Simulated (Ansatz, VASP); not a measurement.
## Two plane-wave programs on Zn

INCAR

```
SYSTEM = Zn
ALGO = Normal
EDIFF = 1E-6
ENCUT = 520
GGA = PE
ISIF = 2
ISMEAR = -1
LASPH = .TRUE.
LCHARG = .FALSE.
LREAL = .FALSE.
LWAVE = .FALSE.
NBANDS = 19
NELM = 60
PREC = Accurate
SIGMA = 0.1
```

Contents of KPOINTS:

```
k-points
0
G
  22 22 11
  0 0 0
```

File POSCAR:

```
Zn
1.0
    2.7246453856      0.0000000000      0.0000000000
   -1.3623226928      2.3596121202      0.0000000000
    0.0000000000      0.0000000000      5.0914134450
Zn
2
Direct
    0.3333333333      0.6666666667      0.2500000000
    0.6666666667      0.3333333333      0.7500000000
```

Input for Ansatz:

```yaml
crystal:
  lattice:
    - [2.7246453856, 0.0, 0.0]
    - [-1.3623226928, 2.3596121202, 0.0]
    - [0.0, 0.0, 5.091413445]
  atoms:
    - { symbol: Zn, position: [0.3333333333, 0.6666666667, 0.25] }
    - { symbol: Zn, position: [0.6666666667, 0.3333333333, 0.75] }
hamiltonian:
  xc: pbe
  pseudopotentials:
    kind: paw
    azcp:
      Zn: "pseudopotentials/Zn.paw.azcp"
basis:
  ecutwfc: 420
  fft_grid_basis: typed
kpoints:
  mp_grid: { grid: [22, 22, 11], shift: [0, 0, 0] }
magnetization:
  spin_polarized: false
scf:
  occupations: { method: fermi_dirac, width: 0.1 }
output:
  stress: true
```

Alike in both runs: task single point; functional PBE; k mesh 22 × 22 × 11; occupations fermi-dirac, width 0.1 eV; no spin polarisation.

|  | VASP | Ansatz |
| --- | --- | --- |
| version | VASP 6.6.1 | Ansatz 0.2.0 |
| potentials or method | VASP PAW PBE potentials, release 64 (Zn), cutoff 520 eV | plane waves (420 eV) with PAW, scalar-relativistic |
| valence electrons in the cell | 24 | 24 |

|  | VASP | Ansatz | Ansatz less VASP |
| --- | --- | --- | --- |
| pressure (GPa) | -4.3 | -4.5 | -0.24 |
| traceless stress, the component that is largest in VASP (GPa) | 1.30 | 1.44 | +0.134 |
